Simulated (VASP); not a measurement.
Input of a VASP 6.6.1 run:

The input INCAR:

```
ALGO     = Normal         # electronic algorithm
EDIFF    = 1E-6           # SCF threshold, eV
EDIFFG   = -0.005         # ionic threshold
ENCUT    = 600            # plane-wave cutoff, eV
GGA      = CA             # functional
IBRION   = 2              # ionic algorithm
ISIF     = 3              # what is computed and relaxed
ISMEAR   = -1             # smearing method
LASPH    = T              # aspherical terms in the spheres
LCHARG   = F              # write CHGCAR
LREAL    = F              # projectors in reciprocal space
LWAVE    = F              # write WAVECAR
NELM     = 100            # most SCF steps
NSW      = 60             # ionic steps
PREC     = Accurate       # precision mode
SIGMA    = 0.08           # smearing width, eV
```

Contents of KPOINTS:

```
k-points
0
Gamma
  15 15 15
```

POSCAR

```
BP
1.0
    0.0000000000      2.2260631449      2.2260631449
    2.2260631449      0.0000000000      2.2260631449
    2.2260631449      2.2260631449      0.0000000000
B P
1 1
Direct
    0.0000000000      0.0000000000      0.0000000000
    0.2500000000      0.2500000000      0.2500000000
```

Potentials or basis: VASP PAW LDA potentials, release 64 (B, P).

Command:

```sh
$ cat potpaw_LDA.64/B/POTCAR potpaw_LDA.64/P/POTCAR > POTCAR
$ mpirun -np 1 vasp_std > vasp.out
```

(1) What does it give for the relaxed volume?

(2) Predict the space group after relaxing (to 0.05 Å).

(3) What does it give for the band gap on the k mesh?

(4) What does it give for the relaxed cell?

Results:

(1) 11.31 Å³/atom.

(2) F-43m (No. 216).

(3) 1.15 eV, indirect (least direct gap 3.43 eV).

(4) a = 3.175 Å, b = 3.175 Å, c = 3.175 Å, α = 60.00°, β = 60.00°, γ = 60.00°.
